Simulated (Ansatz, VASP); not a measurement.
**Two plane-wave programs on Ag**

```xyz
4
Lattice="2.8487 0.0000 0.0000 -1.4244 2.4671 0.0000 0.0000 0.0000 9.4201" Properties=species:S:1:pos:R:3 pbc="T T T"
Ag    0.0000    1.6447    2.3550
Ag    1.4244    0.8224    7.0650
Ag    0.0000    0.0000    0.0000
Ag    0.0000    0.0000    4.7100
```

Change from the starting cell: strain -0.030 along x and y, -0.015 along z, atoms carried along.

Alike in both runs: task single point; functional PBE; k mesh 18 × 18 × 6; occupations gaussian, width 0.15 eV; no spin polarisation.

```csv
,VASP,Ansatz
version,VASP 6.6.1,Ansatz 0.2.0
potentials or method,"VASP PAW PBE potentials, release 64 (Ag), cutoff 520 eV","scalar-relativistic, plane waves, PAW"
valence electrons in the cell,44,76
```

|  | VASP | Ansatz | Ansatz less VASP |
| --- | --- | --- | --- |
| gap on the k mesh at the Fermi level (eV) | none | none | - |
| pressure (GPa) | 8.5 | 8.7 | +0.20 |
| traceless stress, the component that is largest in VASP (GPa) | -1.02 | -1.03 | -0.009 |

A gap of «none» marks a metal or a gap that the smearing closes. The functional is the same, so the differences come from potentials, cutoffs and numerics. VASP's potentials hold 44 valence electrons a cell and Ansatz's 76, so a difference there can come from the potentials and not from the codes.
